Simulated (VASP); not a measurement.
Runs of VASP 6.6.1 on CdS (Hawleyite). The structure is that of space group F-43m (No. 216), or close to it. The cells are those of the table. 

| task | potentials or basis | cell | cutoff (eV) | second run | gap on the mesh (eV) | pressure (GPa) |
| --- | --- | --- | --- | --- | --- | --- |
| relaxation of cell and atoms | VASP PAW PBE potentials, release 64 (Cd, S) | relaxed to 10 GPa from a = 4.125 Å, angles 60.0°, 2 atoms | 600 | - | 1.33 | 10.0 |
| single point | VASP PAW PBE potentials, release 64 (Cd, S) | a = 4.083 Å, angles 60.0°, 2 atoms | 520 | - | 1.21 | 5.4 |
| relaxation of cell and atoms | VASP PAW PBE potentials, release 64 (Cd, S) | relaxed to 20 GPa from a = 4.125 Å, angles 60.0°, 2 atoms | 600 | - | (b) | 20.0 |
| relaxation of cell and atoms | VASP PAW PBE potentials, release 64 (Cd, S) | relaxed to 5 GPa from a = 4.125 Å, angles 60.0°, 2 atoms | 600 | - | 1.20 | 5.0 |
| single point | VASP PAW PBE potentials, release 64 (Cd, S) | a = 4.191 Å, angles 60.0°, 2 atoms | 520 | - | 1.04 | 0.3 |
| single point | VASP PAW PBE potentials, release 64 (Cd_sv_GW, S) | a = 4.083 Å, angles 60.0°, 2 atoms | 540 | valence_matched | 1.21 | 3.9 |
| single point | VASP PAW PBE potentials, release 64 (Cd, S) | a = 3.889 Å, angles 60.0°, 2 atoms | 520 | - | 1.51 | (a) |
| relaxation of cell and atoms | VASP PAW PBE potentials, release 64 (Cd, S) | relaxed from a = 4.125 Å, angles 60.0°, 2 atoms | 600 | - | 1.03 | 0.0 |
| single point | VASP PAW PBE potentials, release 64 (Cd, S) | a = 4.004 Å, angles 60.0°, 2 atoms | 520 | - | 1.34 | 10.5 |

Alike in all rows: level PBE; no spin polarisation; k mesh 6 × 6 × 6; smearing gaussian 0.01 eV.

Task: Fill in the values left out.

Result: (a) 20.8; (b) 1.50.

Caveats: the cell is relaxed towards a set pressure, so the enthalpy falls and the energy may rise (some runs).

A k mesh can miss the band edges, and the runs leave out spin-orbit coupling on Cd.

The runs don't all hold the same shells in valence.
